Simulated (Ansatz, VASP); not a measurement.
# SnSe in VASP and in Ansatz

```xyz
8
Lattice="6.9205 0.0000 0.0000 0.0000 6.9205 0.0000 0.0000 0.0000 6.9205" Properties=species:S:1:pos:R:3 pbc="T T T"
Sn    6.0554    6.0554    6.0554
Sn    4.3253    0.8651    2.5952
Sn    0.8651    2.5952    4.3253
Sn    2.5952    4.3253    0.8651
Se    2.5952    2.5952    2.5952
Se    0.8651    4.3253    6.0554
Se    4.3253    6.0554    0.8651
Se    6.0554    0.8651    4.3253
```

Alike in both runs: task relaxation of cell and atoms; functional PBE; k mesh 4 × 4 × 4; occupations gaussian, width 0.1 eV; no spin polarisation.

|  | VASP | Ansatz |
| --- | --- | --- |
| version | VASP 6.6.1 | Ansatz 0.2.0 |
| potentials or method | VASP PAW PBE potentials, release 64 (Sn_d, Se), cutoff 600 eV | scalar-relativistic, plane waves, PAW |
| valence electrons in the cell | 80 | 120 |

```tsv
	VASP	Ansatz	Ansatz less VASP
gap on the k mesh at the Fermi level, each at its own relaxed structure (eV)	0.17	0.17	+0.001
relaxed volume (Å³/atom)	60.23	60.18	-0.048
relaxed length of the cell vector where the two differ most in proportion (Å)	7.840	7.838	-0.0021
```

VASP's potentials hold 80 valence electrons a cell and Ansatz's 120, so a difference there can come from the potentials and not from the codes.

Noted on VASP's run: the volume moved by over 15 % at a fixed basis, so the end points are rough.
